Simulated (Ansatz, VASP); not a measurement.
# Two plane-wave programs on Si2Ni

INCAR

```
ALGO = Normal ; EDIFF = 1E-7
ENCUT = 520 ; GGA = PE
ISIF = 2 ; ISMEAR = 0
LASPH = True ; LCHARG = False
LREAL = False ; LWAVE = False
NBANDS = 16 ; NELM = 80
PREC = Accurate ; SIGMA = 0.15
```

File KPOINTS:

```
k-points
0
Gamma
  16 16 16
```

The input POSCAR:

```
Si2Ni
1.0
    0.0000000000      2.6893702391      2.7234129004
    2.7574555617      0.0000000000      2.7234129004
    2.7574555617      2.6893702391      0.0000000000
Si Ni
2 1
Direct
    0.2500000000      0.2500000000      0.2500000000
    0.7500000000      0.7500000000      0.7500000000
    0.0000000000      0.0000000000      0.0000000000
```

Input for Ansatz:

```yaml
crystal:
  lattice:
    - [0.0, 2.6893702391, 2.7234129004]
    - [2.7574555617, 0.0, 2.7234129004]
    - [2.7574555617, 2.6893702391, 0.0]
  atoms:
    - { symbol: Si, position: [0.25, 0.25, 0.25] }
    - { symbol: Si, position: [0.75, 0.75, 0.75] }
    - { symbol: Ni, position: [0.0, 0.0, 0.0] }
basis:
  ecutwfc: 420
kpoints:
  mp_grid: { grid: [16, 16, 16] }
hamiltonian:
  xc: pbe
scf:
  occupations: { method: gaussian, width: 0.15 }
output:
  forces: true
  stress: true
  eigenvalues: true
  write_density: true
  write_potential: true
  elf: true
  volumetric_format: npy
```

Change from the starting cell: strain +0.0125 x Voigt [1, -1, 0, 0, 0, 0], atoms carried along.

Alike in both runs: task single point; functional PBE; k mesh 16 × 16 × 16; occupations gaussian, width 0.15 eV; no spin polarisation.

|  | VASP | Ansatz |
| --- | --- | --- |
| version | VASP 6.6.1 | Ansatz 0.2.0 |
| potentials or method | VASP PAW PBE potentials, release 64 (Si, Ni), cutoff 520 eV | scalar-relativistic, plane waves, PAW |
| valence electrons in the cell | 18 | 26 |

|  | VASP | Ansatz | Ansatz less VASP |
| --- | --- | --- | --- |
| gap on the k mesh at the Fermi level (eV) | none | none | - |
| pressure (GPa) | -0.1 | -0.1 | +0.02 |
| traceless stress, the component that is largest in VASP (GPa) | 0.61 | 0.62 | +0.011 |

A gap of «none» marks a metal or a gap that the smearing closes. The functional is the same, so the differences come from potentials, cutoffs and numerics. VASP's potentials hold 18 valence electrons a cell and Ansatz's 26, so a difference there can come from the potentials and not from the codes.
